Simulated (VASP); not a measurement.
A run of VASP 6.6.1 is set up as follows.

Contents of INCAR:

```
PREC = Accurate ; ENCUT = 520
EDIFF = 1E-6 ; ISMEAR = 0
SIGMA = 0.1 ; LREAL = False
LASPH = True ; NELM = 80
ALGO = Normal ; ISIF = 2
LWAVE = False ; LCHARG = False
GGA = PE ; NBANDS = 25
```

KPOINTS

```
Automatic mesh
0
Gamma
  14 14 8
```

File POSCAR:

```
CuO
1.0
    2.0206701955     -2.0232914535      0.1582632681
    2.0206701955      2.0232914535      0.1582632681
   -0.4019701170      0.0000000000      5.1175914372
Cu O
2 2
Direct
    0.0000000000      0.5000000000      0.0000000000
    0.5000000000      0.0000000000      0.5000000000
    0.5000677725      0.4999322275      0.2500000000
    0.4999322275      0.5000677725      0.7500000000
```

Potentials or basis: VASP PAW PBE potentials, release 64 (Cu, O).

Command:

```console
$ cat potpaw_PBE.64/Cu/POTCAR potpaw_PBE.64/O/POTCAR > POTCAR
$ mpirun -np 1 vasp_std > vasp.out
```

What does it give for the band gap on the k mesh?

Zero (band 17 reaches 6.22 eV, above the bottom of band 18 at 5.06 eV).

Estimate the pressure.

10.4 GPa.

Stress tensor (GPa, compression positive):
```
10.19  0.00 -0.05
 0.00 10.19  0.00
-0.05  0.00 10.83
```

Caveat: semilocal functionals often make such compounds metallic where correlation or magnetic order opens a gap, which also shifts bond lengths.
